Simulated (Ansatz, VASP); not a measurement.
**W: VASP beside Ansatz**

```xyz
2
Lattice="2.8194 0.0000 0.0000 -1.4097 2.4417 0.0000 0.0000 0.0000 4.6041" Properties=species:S:1:pos:R:3 pbc="T T T"
W     0.0000    1.6278    1.1510
W     1.4097    0.8139    3.4531
```

Alike in both runs: task relaxation of cell and atoms; functional PBEsol; k mesh 13 × 13 × 7; occupations fermi-dirac, width 0.1 eV; no spin polarisation.

```csv
,VASP,Ansatz
version,VASP 6.6.1,Ansatz 0.2.0
potentials or method,"VASP PAW PBE potentials, release 64 (W_sv), cutoff 600 eV","plane waves (420 eV) with PAW, scalar-relativistic"
valence electrons in the cell,28,28
```

```tsv
	VASP	Ansatz	Ansatz less VASP
relaxed volume (Å³/atom)	16.09	16.05	-0.035
relaxed length of the cell vector where the two differ most in proportion (Å)	2.755	2.753	-0.0023
```

VASP's potentials were made for PBE, not for PBEsol, and Ansatz warns of the same on its side.

Spin-orbit coupling is off throughout.
